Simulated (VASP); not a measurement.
# CdS (R3m) in VASP: further runs

CdS is run at these levels: PBE; tasks: single point.

Program: VASP 6.6.1. These are calculated values, not measurements. Logs are shortened: lines on timing, memory, paths and dates and some standing lists are left out, and cuts for length are marked.

**1. The cell of the first run**

The structure is trigonal, space group R3m (No. 160). The conventional cell has a = 4.145 Å, b = 4.145 Å, c = 10.002 Å, α = 90.00°, β = 90.00°, γ = 120.00°. Within 3.3 Å of Cd (site symmetry 3m) lie 4 S at 2.50 to 2.53 Å. Within 3.3 Å of S (site symmetry 3m) lie 4 Cd at 2.50 to 2.53 Å.

**2. Single point, PBE**

File INCAR:

```
PREC = Accurate
ENCUT = 500
EDIFF = 1E-6
ISMEAR = 0
SIGMA = 0.02
LREAL = F
LASPH = T
NELM = 120
ALGO = Normal
ISIF = 2
LWAVE = F
LCHARG = T
GGA = PE
LELF = T
LVHAR = T
NBANDS = 16
GGA_COMPAT = F
```

File KPOINTS:

```
regular mesh
0
Gamma
  6 6 6
```

File POSCAR:

```
CdS
1.0
   -0.0291650000      2.9019175000      2.9019175000
    2.9019175000     -0.0291650000      2.9019175000
    2.9019175000      2.9019175000     -0.0291650000
Cd S
1 1
Direct
    0.0000000000      0.0000000000      0.0000000000
    0.2500000000      0.2500000000      0.2500000000
```

Potentials or basis: VASP PAW PBE potentials, release 64 (Cd, S).

Command:

```sh
$ cat potpaw_PBE.64/Cd/POTCAR potpaw_PBE.64/S/POTCAR > POTCAR
$ mpirun -np 1 vasp_std > vasp.out
```

OUTCAR:

```text
PREC = Accurate
   ENCUT = 500
   EDIFF = 1E-6
   ISMEAR = 0
   LREAL = F
   LASPH = T
   NELM = 120
   ISIF = 2
   GGA = PE

 ion  position               nearest neighbor table
   1  0.000  0.000  0.000-   2 2.50   2 2.53   2 2.53   2 2.53
   2  0.250  0.250  0.250-   1 2.50   1 2.53   1 2.53   1 2.53

  LATTYP: Found a trigonal (rhomboedric) cell.
 ALAT       =     4.1040347161
 COS(alpha) =     0.4899250057

  Lattice vectors:

 A1 = (  -0.0291650000,   2.9019175000,   2.9019175000)
 A2 = (   2.9019175000,  -0.0291650000,   2.9019175000)
 A3 = (   2.9019175000,   2.9019175000,  -0.0291650000)

Analysis of symmetry for initial positions (statically):
=====================================================================
 Subroutine PRICEL returns:
 Original cell was already a primitive cell.

 Routine SETGRP: Setting up the symmetry group for a
 trigonal (rhombohedral) supercell.

 Subroutine GETGRP returns: Found  6 space group operations
 (whereof  6 operations were pure point group operations)
 out of a pool of 12 trial point group operations.

The static configuration has the point symmetry C_3v.

Analysis of symmetry for dynamics (positions and initial velocities):
=====================================================================
 Subroutine PRICEL returns:
 Original cell was already a primitive cell.

 Routine SETGRP: Setting up the symmetry group for a
 trigonal (rhombohedral) supercell.

 Subroutine GETGRP returns: Found  6 space group operations
 (whereof  6 operations were pure point group operations)
 out of a pool of 12 trial point group operations.

The dynamic configuration has the point symmetry C_3v.

 Subroutine INISYM returns: Found  6 space group operations
 (whereof  6 operations are pure point group operations),
 and found     1 'primitive' translations

----------------------------------------------------------------------------------------

                                     Primitive cell

  volume of cell :      49.6116

  direct lattice vectors                    reciprocal lattice vectors
    -0.029165000  2.901917500  2.901917500    -0.169723898  0.171446983  0.171446983
     2.901917500 -0.029165000  2.901917500     0.171446983 -0.169723898  0.171446983
     2.901917500  2.901917500 -0.029165000     0.171446983  0.171446983 -0.169723898

  length of vectors
     4.104034716  4.104034716  4.104034716     0.295963406  0.295963406  0.295963406

  position of ions in fractional coordinates (direct lattice)
     0.000000000  0.000000000  0.000000000
     0.250000000  0.250000000  0.250000000

  ion indices of the primitive-cell ions
   primitive index   ion index
                 1           1
                 2           2

----------------------------------------------------------------------------------------

 KPOINTS: regular mesh

Automatic generation of k-mesh.
 Grid dimensions read from file:
 generate k-points for:    6    6    6

 Generating k-lattice:

  Cartesian coordinates                     Fractional coordinates (reciprocal lattice)
    -0.028287316  0.028574497  0.028574497     0.166666667  0.000000000 -0.000000000
     0.028574497 -0.028287316  0.028574497     0.000000000  0.166666667 -0.000000000
     0.028574497  0.028574497 -0.028287316     0.000000000  0.000000000  0.166666667

  Length of vectors
     0.049327234  0.049327234  0.049327234

  Shift w.r.t. Gamma in fractional coordinates (k-lattice)
     0.000000000  0.000000000  0.000000000

 Subroutine IBZKPT returns following result:
 ===========================================

 Found     32 irreducible k-points:

 Following reciprocal coordinates:
            Coordinates               Weight
  0.000000  0.000000  0.000000      1.000000
  0.166667  0.000000 -0.000000      6.000000
  0.333333  0.000000  0.000000      6.000000
  0.500000  0.000000 -0.000000      3.000000
  0.166667  0.166667  0.000000      6.000000
  0.333333  0.166667  0.000000     12.000000
[... 16 lines left out ...]
  0.500000  0.500000  0.166667      6.000000
 -0.333333  0.500000  0.166667     12.000000
 [... further k-points ...]
   k-points           NKPTS =     32   k-points in BZ     NKDIM =     32   number of bands    NBANDS=     16
   number of dos      NEDOS =    301   number of ions     NIONS =      2
   total plane-waves  NPLWV =  27000
   dimension x,y,z NGX =    30 NGY =   30 NGZ =   30
   dimension x,y,z NGXF=    60 NGYF=   60 NGZF=   60
   ions per type =               1   1
   NGX,Y,Z   is equivalent  to a cutoff of  12.15, 12.15, 12.15 a.u.
   NGXF,Y,Z  is equivalent  to a cutoff of  24.30, 24.30, 24.30 a.u.
 SYSTEM =  unknown system
   PREC   = accura    normal or accurate (medium, high low for compatibility)
   ISTART =      0    job   : 0-new  1-cont  2-samecut
   ICHARG =      2    charge: 1-file 2-atom 10-const
   ISPIN  =      1    spin polarized calculation?
   LNONCOLLINEAR =      F non collinear calculations
   LSORBIT =      F    spin-orbit coupling
   LASPH  =      T    aspherical Exc in radial PAW
   ENCUT  =  500.0 eV  36.75 Ry    6.06 a.u.   7.48  7.48  7.48*2*pi/ulx,y,z
   NELM   =    120;   NELMIN=  2; NELMDL= -5     # of ELM steps
   EDIFF  = 0.1E-05   stopping-criterion for ELM
   LREAL  =      F    real-space projection
   EDIFFG = 0.1E-04   stopping-criterion for IOM
   NSW    =      0    number of steps for IOM
   IBRION =     -1    ionic relax: 0-MD 1-quasi-New 2-CG
   NFREE  =      0    steps in history (QN), initial steepest desc. (CG)
   ISIF   =      2    stress and relaxation
   ISYM   =      2    0-nonsym 1-usesym 2-fastsym
   POTIM  = 0.5000    time-step for ionic-motion
   TEBEG  =    0.0;   TEEND  =   0.0 temperature during run
   PSTRESS=    0.0 pullay stress
   NELECT =      18.0000    total number of electrons
   NUPDOWN=      -1.0000    fix difference up-down
   EMIN   =  10.00;   EMAX   =-10.00  energy-range for DOS
   EFERMI =   0.00;   METHOD = LEGACY
   ISMEAR =     0;   SIGMA  =   0.02  broadening in eV -4-tet -1-fermi 0-gaus
   EFERMI_NEDOS =   21; number of points for ismear=-14 and -15
   IALGO  =     38    algorithm
   IMIX   =      4    mixing-type and parameters
     AMIX     =   0.40;   BMIX     =  1.00
     AMIX_MAG =   1.60;   BMIX_MAG =  1.00
  volume/ion in A,a.u.               =      24.81       167.40
  Fermi-wavevector in a.u.,A,eV,Ry     =   1.167628  2.206497 18.549580  1.363356
  Thomas-Fermi vector in A             =   2.304126
   LORBIT       =      0    0 simple, 1 ext, 2 COOP (PROOUT), +10 PAW based schemes
   GGA     = PE    functional components
   LHFCALC =     F    Hartree Fock is set to
   AEXX    =    0.0000 exact exchange contribution
   IVDW    =     0    specifies the selected vdW correction
   LEPSILON=     F    determine dielectric tensor
   LRPA    =     F    only Hartree local field effects (RPA)
 non-spin polarized calculation
 Gauss-broadening in eV      SIGMA  =   0.02
  energy-cutoff  :      500.00
  volume of cell :       49.61
 maximum number of plane-waves:      1278
 NGX is ok and might be reduce to    30
   NGX = 15   NGY = 15   NGZ = 15

 number of electron      18.0000001 magnetization

 Free energy of the ion-electron system (eV)
  ---------------------------------------------------
  ext. energy  EPLUGINS =         0.00000000
  ---------------------------------------------------
  free energy    TOTEN  =        -6.11626225 eV

  energy without entropy =       -6.11626225  energy(sigma->0) =       -6.11626225

 E-fermi :   1.4414     XC(G=0):  -9.1491

 val. band max:        1.3458676119   @ k =   0.0000   0.0000   0.0000
 cond. band min:       2.4654862380   @ k =   0.0000   0.0000   0.0000
 fundamental gap:      1.1196186261
 Fermi energy:         1.4414420427

 k-point     1 :       0.0000    0.0000    0.0000
  band No.  band energies     occupation
      1     -11.0535      2.00000
      2      -6.4253      2.00000
      3      -6.4082      2.00000
      4      -6.4082      2.00000
      5      -5.9339      2.00000
      6      -5.9339      2.00000
[... 8 lines left out ...]
     15      12.7986      0.00000
     16      12.7986      0.00000

 k-point     2 :       0.1667    0.0000   -0.0000
  band No.  band energies     occupation
      1     -10.9486      2.00000
      2      -6.3864      2.00000
      3      -6.3723      2.00000
      4      -6.3100      2.00000
      5      -5.9347      2.00000
      6      -5.9338      2.00000
[... 8 lines left out ...]
     15      12.0618      0.00000
     16      13.1858      0.00000

 k-point     3 :       0.3333    0.0000    0.0000
  band No.  band energies     occupation
      1     -10.7374      2.00000
      2      -6.3238      2.00000
      3      -6.3142      2.00000
      4      -5.9435      2.00000
      5      -5.9181      2.00000
      6      -5.9144      2.00000
[... 8 lines left out ...]
     15      12.3683      0.00000
     16      12.5212      0.00000

 k-point     4 :       0.5000    0.0000   -0.0000
  band No.  band energies     occupation
      1     -10.6324      2.00000
      2      -6.3016      2.00000
      3      -6.2944      2.00000
      4      -5.8979      2.00000
      5      -5.8952      2.00000
      6      -5.5585      2.00000
[... 8 lines left out ...]
     15      13.7694      0.00000
     16      13.9283      0.00000

 k-point     5 :       0.1667    0.1667    0.0000
  band No.  band energies     occupation
      1     -10.9124      2.00000
      2      -6.3487      2.00000
      3      -6.3304      2.00000
      4      -6.3304      2.00000
      5      -5.9584      2.00000
      6      -5.9122      2.00000
[... 8 lines left out ...]
     15      12.9740      0.00000
     16      14.7369      0.00000

 k-point     6 :       0.3333    0.1667    0.0000
  band No.  band energies     occupation
      1     -10.7369      2.00000
      2      -6.2960      2.00000
      3      -6.2710      2.00000
      4      -6.1030      2.00000
      5      -5.9098      2.00000
      6      -5.8922      2.00000
[... 8 lines left out ...]
     15      13.2078      0.00000
     16      14.3072      0.00000

 k-point     7 :       0.5000    0.1667    0.0000
  band No.  band energies     occupation
      1     -10.5995      2.00000
      2      -6.2719      2.00000
      3      -6.2423      2.00000
      4      -5.9650      2.00000
      5      -5.8896      2.00000
      6      -5.5396      2.00000
[... 8 lines left out ...]
     15      13.9241      0.00000
     16      14.2139      0.00000

 k-point     8 :      -0.3333    0.1667   -0.0000
  band No.  band energies     occupation
      1     -10.6353      2.00000
      2      -6.2775      2.00000
      3      -6.2649      2.00000
      4      -5.9403      2.00000
      5      -5.9294      2.00000
      6      -5.6612      2.00000
[... 8 lines left out ...]
     15      13.4096      0.00000
     16      14.1896      0.00000

 k-point     9 :      -0.1667    0.1667    0.0000
  band No.  band energies     occupation
      1     -10.8095      2.00000
      2      -6.3405      2.00000
      3      -6.3102      2.00000
      4      -6.1462      2.00000
      5      -5.9512      2.00000
      6      -5.8976      2.00000
[... 8 lines left out ...]
     15      12.6641      0.00000
     16      14.7150      0.00000
[... 172 lines left out ...]
 k-point    19 :       0.3333    0.3333    0.1667
  band No.  band energies     occupation
      1     -10.7300      2.00000
      2      -6.2899      2.00000
      3      -6.2517      2.00000
      4      -6.1121      2.00000
      5      -5.9118      2.00000
      6      -5.8924      2.00000
[... 8 lines left out ...]
     15      13.1562      0.00000
     16      14.2332      0.00000

 k-point    20 :       0.5000    0.3333    0.1667
  band No.  band energies     occupation
      1     -10.5946      2.00000
      2      -6.2204      2.00000
      3      -6.2132      2.00000
      4      -6.0311      2.00000
      5      -5.8941      2.00000
      6      -5.6393      2.00000
[... 8 lines left out ...]
     15      14.4181      0.00000
     16      14.5722      0.00000

 k-point    21 :      -0.3333    0.3333    0.1667
  band No.  band energies     occupation
      1     -10.5319      2.00000
      2      -6.2240      2.00000
      3      -6.1766      2.00000
      4      -5.9754      2.00000
      5      -5.9162      2.00000
      6      -5.3792      2.00000
[... 8 lines left out ...]
     15      13.7793      0.00000
     16      14.5449      0.00000

 k-point    22 :      -0.1667    0.3333    0.1667
  band No.  band energies     occupation
      1     -10.6015      2.00000
      2      -6.2346      2.00000
      3      -6.2150      2.00000
      4      -6.0303      2.00000
      5      -5.8944      2.00000
      6      -5.6461      2.00000
[... 8 lines left out ...]
     15      14.2446      0.00000
     16      14.5364      0.00000

 k-point    23 :       0.5000    0.5000    0.1667
  band No.  band energies     occupation
      1     -10.5273      2.00000
      2      -6.2054      2.00000
      3      -6.1066      2.00000
      4      -6.0730      2.00000
      5      -5.8671      2.00000
      6      -5.5003      2.00000
[... 8 lines left out ...]
     15      14.0853      0.00000
     16      15.0819      0.00000

 k-point    24 :      -0.3333    0.5000    0.1667
  band No.  band energies     occupation
      1     -10.4980      2.00000
      2      -6.1864      2.00000
      3      -6.1405      2.00000
      4      -6.0113      2.00000
      5      -5.8919      2.00000
      6      -5.3466      2.00000
[... 8 lines left out ...]
     15      14.4857      0.00000
     16      14.6397      0.00000

 [... further k-points ...]

------------------------ aborting loop because EDIFF is reached ----------------------------------------

  FORCE on cell =-STRESS in cart. coord.  units (eV):
  Direction    XX          YY          ZZ          XY          YZ          ZX
  --------------------------------------------------------------------------------------
  -------------------------------------------------------------------------------------
  Total        1.0022366      1.0022366      1.0022366      0.1780945      0.1780945      0.1780945
  in kB       32.3666391     32.3666391     32.3666391      5.7514556      5.7514556      5.7514556
  external PRESSURE =      32.3666391 kB  Pullay stress =       0.0000000 kB

 VOLUME and BASIS-vectors are now :
 -----------------------------------------------------------------------------
  energy-cutoff  :      500.00
  volume of cell :       49.61
      direct lattice vectors                 reciprocal lattice vectors
    -0.029165000  2.901917500  2.901917500    -0.169723898  0.171446983  0.171446983
     2.901917500 -0.029165000  2.901917500     0.171446983 -0.169723898  0.171446983
     2.901917500  2.901917500 -0.029165000     0.171446983  0.171446983 -0.169723898

 POSITION                                       TOTAL-FORCE (eV/Angst)
 -----------------------------------------------------------------------------------
      0.00000      0.00000      0.00000        -0.076081     -0.076081     -0.076081
      1.44367      1.44367      1.44367         0.076081      0.076081      0.076081
 -----------------------------------------------------------------------------------
    total drift:                                0.000143      0.000143      0.000143

  FREE ENERGIE OF THE ION-ELECTRON SYSTEM (eV)
  ---------------------------------------------------
  free  energy   TOTEN  =        -6.1162622458 eV

  energy  without entropy=       -6.1162622458  energy(sigma->0) =       -6.11626225
```

It took 14 s on 1 thread of Intel Xeon 6975P-C (Granite Rapids), shared host; peak memory 0.17 GiB.

Results:

```
Free energy            : -6.1163 eV
Pressure               : 3.2 GPa
Largest force          : 0.132 eV/Å
Band gap on the k mesh : 1.12 eV
```

Forces in eV/Å, atoms in the order of the input:
```
Cd  -0.076 -0.076 -0.076
S    0.076  0.076  0.076
```

Levels at points of the mesh, in eV from the valence-band top:
| k point | band 6 | band 7 | band 8 | band 9 | band 10 | band 11 | band 12 | band 13 |
| --- | --- | --- | --- | --- | --- | --- | --- | --- |
| (0.00, 0.00, 0.00) | -7.28 | -0.04 | -0.04 | 0.00 | 1.12 | 6.45 | 6.45 | 6.65 |
| (0.50, 0.00, 0.00) | -6.90 | -4.43 | -0.77 | -0.76 | 3.01 | 6.95 | 7.06 | 7.43 |
| (0.50, 0.50, 0.00) | -6.83 | -3.98 | -1.95 | -1.87 | 3.52 | 4.33 | 9.20 | 10.72 |
| (0.50, 0.50, 0.50) | -6.88 | -4.44 | -0.83 | -0.83 | 2.93 | 6.92 | 6.92 | 7.53 |

Caveat: the cell stands under pressure.

**3. Single point, PBE**

File INCAR:

```
SYSTEM = CdS
  PREC = Accurate
  ENCUT = 500
  EDIFF = 1E-6
  ISMEAR = 0
  SIGMA = 0.02
  LREAL = .False.
  LASPH = .True.
  NELM = 120
  ALGO = Normal
  ISIF = 2
  LWAVE = .False.
  LCHARG = .False.
  GGA = PE
  NBANDS = 16
  GGA_COMPAT = .False.
```

File KPOINTS:

```
Automatic mesh
0
Gamma
  6 6 6
  0 0 0
```

File POSCAR:

```
CdS
1.0
   -0.0194433333      2.9067783333      2.9067783333
    2.9067783333     -0.0194433333      2.9067783333
    2.9067783333      2.9067783333     -0.0194433333
Cd S
1 1
Direct
    0.0000000000      0.0000000000      0.0000000000
    0.2500000000      0.2500000000      0.2500000000
```

Potentials or basis: VASP PAW PBE potentials, release 64 (Cd, S).

Command:

```sh
$ cat potpaw_PBE.64/Cd/POTCAR potpaw_PBE.64/S/POTCAR > POTCAR
$ mpirun -np 1 vasp_std > vasp.out
```

It took 14 s on 1 thread of Intel Xeon 6975P-C (Granite Rapids), shared host; peak memory 0.17 GiB.

The run converged. Its results:

| Property | Result |
| --- | --- |
| Free energy | -6.1178 eV |
| Pressure | 3.2 GPa |
| Largest force | 0.086 eV/Å |
| Band gap on the k mesh | 1.13 eV |

Forces in eV/Å, atoms in the order of the input:
```
Cd  -0.050 -0.050 -0.050
S    0.050  0.050  0.050
```

Stress tensor (GPa, compression positive):
```
3.22 0.38 0.38
0.38 3.22 0.38
0.38 0.38 3.22
```

Levels at points of the mesh, in eV from the valence-band top:
```
           k point  band 5  band 6  band 7  band 8  band 9  band 10  band 11  band 12  band 13  band 14
(0.00, 0.00, 0.00)   -7.27   -7.27   -0.03   -0.03    0.00     1.13     6.48     6.48     6.61    11.42
(0.50, 0.00, 0.00)   -7.23   -6.89   -4.42   -0.76   -0.76     3.01     6.97     7.04     7.44    11.08
(0.50, 0.50, 0.00)   -7.18   -6.83   -3.97   -1.93   -1.87     3.53     4.33     9.21    10.74    10.78
(0.50, 0.50, 0.50)   -7.23   -6.88   -4.43   -0.80   -0.80     2.96     6.95     6.95     7.51    11.03
```

Caveat: the cell stands under pressure.
